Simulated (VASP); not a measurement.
Input of a VASP 6.6.1 run:

The input INCAR:

```
PREC = Accurate
ENCUT = 520
EDIFF = 1E-7
ISMEAR = -1
SIGMA = 0.05
LREAL = False
LASPH = True
NELM = 60
ALGO = Normal
ISIF = 2
LWAVE = False
LCHARG = True
GGA = B5
ALDAX = 1.0
AGGAX = 1.0
AGGAC = 1.0
ALDAC = 0.0
LELF = True
LVHAR = True
NBANDS = 16
```

KPOINTS

```
Automatic mesh
0
Gamma
  8 8 8
```

The input POSCAR:

```
CdSe
1.0
    0.0000000000      3.0287759606      3.0287759606
    3.0287759606      0.0000000000      3.0287759606
    3.0287759606      3.0287759606      0.0000000000
Cd Se
1 1
Direct
    0.0000000000      0.0000000000      0.0000000000
    0.2500000000      0.2500000000      0.2500000000
```

Potentials or basis: VASP PAW PBE potentials, release 64 (Cd, Se).

Run with:

```sh
$ cat potpaw_PBE.64/Cd/POTCAR potpaw_PBE.64/Se/POTCAR > POTCAR
$ mpirun -np 1 vasp_std > vasp.out
```

(1) What does it give for the pressure?

(2) Estimate the band gap on the k mesh.

Results:

(1) 7.0 GPa.

(2) 0.60 eV, direct.

Caveat: the PAW data sets were made with another functional, which shifts forces and pressure a little.
